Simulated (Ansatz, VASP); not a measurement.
**Be3N2: VASP beside Ansatz**

The input INCAR:

```
PREC = Accurate
ENCUT = 520
EDIFF = 1E-6
ISMEAR = 0
SIGMA = 0.05
LREAL = F
LASPH = T
NELM = 100
ALGO = Normal
ISIF = 2
LWAVE = F
LCHARG = F
NBANDS = 16
```

The input KPOINTS:

```
regular mesh
0
Gamma
  12 12 12
```

POSCAR

```
Be3N2
1.0
    1.3754067663      0.7940914668      5.1854502949
   -1.3754067663      0.7940914668      5.1854502949
    0.0000000000     -1.5881829335      5.1854502949
Be N
3 2
Direct
    0.8590010800      0.8590010800      0.8590010800
    0.3176945600      0.3176945600      0.3176945600
    0.0888067700      0.0888067700      0.0888067700
    0.2041626800      0.2041626800      0.2041626800
    0.7084349100      0.7084349100      0.7084349100
```

Input for Ansatz:

```yaml
crystal:
  lattice:
    - [1.3754067663, 0.7940914668, 5.1854502949]
    - [-1.3754067663, 0.7940914668, 5.1854502949]
    - [0.0, -1.5881829335, 5.1854502949]
  atoms:
    - { symbol: Be, position: [0.85900108, 0.85900108, 0.85900108] }
    - { symbol: Be, position: [0.31769456, 0.31769456, 0.31769456] }
    - { symbol: Be, position: [0.08880677, 0.08880677, 0.08880677] }
    - { symbol: "N", position: [0.20416268, 0.20416268, 0.20416268] }
    - { symbol: "N", position: [0.70843491, 0.70843491, 0.70843491] }
basis:
  ecutwfc: 420
kpoints:
  mp_grid: { grid: [12, 12, 12] }
hamiltonian:
  xc: lda
scf:
  occupations: { method: gaussian, width: 0.05 }
output:
  forces: true
  stress: true
  eigenvalues: true
```

Alike in both runs: task single point; functional LDA; k mesh 12 × 12 × 12; occupations gaussian, width 0.05 eV; no spin polarisation.

```csv
,VASP,Ansatz
version,VASP 6.6.1,Ansatz 0.2.0
potentials or method,"VASP PAW LDA potentials, release 64 (Be, N), cutoff 520 eV","scalar-relativistic, plane waves, PAW"
valence electrons in the cell,16,16
```

```csv
,VASP,Ansatz,Ansatz less VASP
gap on the k mesh at the Fermi level (eV),2.23,2.24,+0.012
least direct gap on the mesh (eV),3.87,3.89,+0.013
pressure (GPa),-3.3,-3.8,-0.48
"traceless stress, the component that is largest in VASP (GPa)",-26.30,-26.25,+0.053
rms of the force components (eV/Å),0.209,0.208,-0.0013
```

LDA's correlation is that of Perdew and Zunger in VASP and of Perdew and Wang (1992) in Ansatz. Atom by atom the forces differ by 0.003 eV/Å (rms over components).
